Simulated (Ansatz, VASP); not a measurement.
# One calculation of ZnSn2N3, two programs

```xyz
6
Lattice="5.8592 0.0000 0.0000 -2.9296 5.0742 0.0000 0.0000 0.0000 2.9466" Properties=species:S:1:pos:R:3 pbc="T T T"
Zn    0.0000    0.0000    0.0000
Sn    0.0000    3.3828    0.0000
Sn    2.9296    1.6914    0.0000
N     2.9296    0.0000    1.4733
N     1.4648    2.5371    1.4733
N    -1.4648    2.5371    1.4733
```

Change from the starting cell: species swapped into the LuB2Os3 type (P6/mmm, No. 191).

Alike in both runs: functional PBE; k mesh 6 × 6 × 12; occupations gaussian, width 0.1 eV; no spin polarisation.

Ansatz relaxed the structure, and its values are those at the end. VASP's run is a single point on that final structure, the one shown.

```csv
,VASP,Ansatz
version,VASP 6.6.1,Ansatz 0.2.0
potentials or method,"VASP PAW PBE potentials, release 64 (Zn, Sn_d, N), cutoff 520 eV","scalar-relativistic, plane waves, PAW"
valence electrons in the cell,55,55
```

|  | VASP | Ansatz | Ansatz less VASP |
| --- | --- | --- | --- |
| gap on the k mesh at the Fermi level (eV) | none | none | - |
| pressure (GPa) | 0.2 | 0.0 | -0.17 |

A gap of «none» marks a metal or a gap that the smearing closes.
